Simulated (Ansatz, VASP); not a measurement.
**BAs in VASP and in Ansatz**

INCAR

```
  PREC = Accurate
  ENCUT = 520
  EDIFF = 1E-6
  ISMEAR = -1
  SIGMA = 0.02
  LREAL = F
  LASPH = T
  NELM = 60
  ALGO = Normal
  ISIF = 2
  LWAVE = F
  LCHARG = F
  GGA = PE
  NBANDS = 11
```

Contents of KPOINTS:

```
regular mesh
0
Gamma
  10 10 10
```

Contents of POSCAR:

```
BAs
1.0
    0.0000000000      2.3918699019      2.3918699019
    2.3918699019      0.0000000000      2.3918699019
    2.3918699019      2.3918699019      0.0000000000
B As
1 1
Direct
    0.0000000000      0.0000000000      0.0000000000
    0.2500000000      0.2500000000      0.2500000000
```

Input for Ansatz:

```yaml
crystal:
  lattice:
    - [0.0, 2.3918699019, 2.3918699019]
    - [2.3918699019, 0.0, 2.3918699019]
    - [2.3918699019, 2.3918699019, 0.0]
  atoms:
    - { symbol: B, position: [0.0, 0.0, 0.0] }
    - { symbol: As, position: [0.25, 0.25, 0.25] }
kpoints:
  mp_grid: { grid: [10, 10, 10] }
  band_path:
    path:
      - [0.0, 0.0, 0.0]
      - [-0.5, -0.5, 0.0]
      - [-0.375, -0.375, 0.25]
      - [-0.375, 0.0, 0.375]
      - [0.0, 0.0, 0.5]
      - [-0.5, -0.25, 0.25]
      - [0.0, 0.398437, 0.398438]
    npoints: 1
hamiltonian:
  xc: pbe
scf:
  occupations: { method: fermi_dirac, width: 0.02 }
  n_extra_bands: 4
output:
  forces: true
  stress: true
  eigenvalues: true
```

Alike in both runs: task single point; functional PBE; k mesh 10 × 10 × 10; occupations fermi-dirac, width 0.02 eV; no spin polarisation.

|  | VASP | Ansatz |
| --- | --- | --- |
| version | VASP 6.6.1 | Ansatz 0.2.0 |
| potentials or method | VASP PAW PBE potentials, release 64 (B, As) | plane waves, PAW |
| plane-wave cutoff (eV) | 520 | 420 |
| valence electrons in the cell | 8 | 18 |

VASP gave:

- gap on the k mesh at the Fermi level (eV): 1.18
- pressure (GPa): 2.8

Task: Estimate Ansatz's values.

Result: gap on the k mesh at the Fermi level (eV): 1.19; pressure (GPa): 2.2.

VASP's potentials hold 8 valence electrons a cell and Ansatz's 18, so a difference there can come from the potentials and not from the codes.
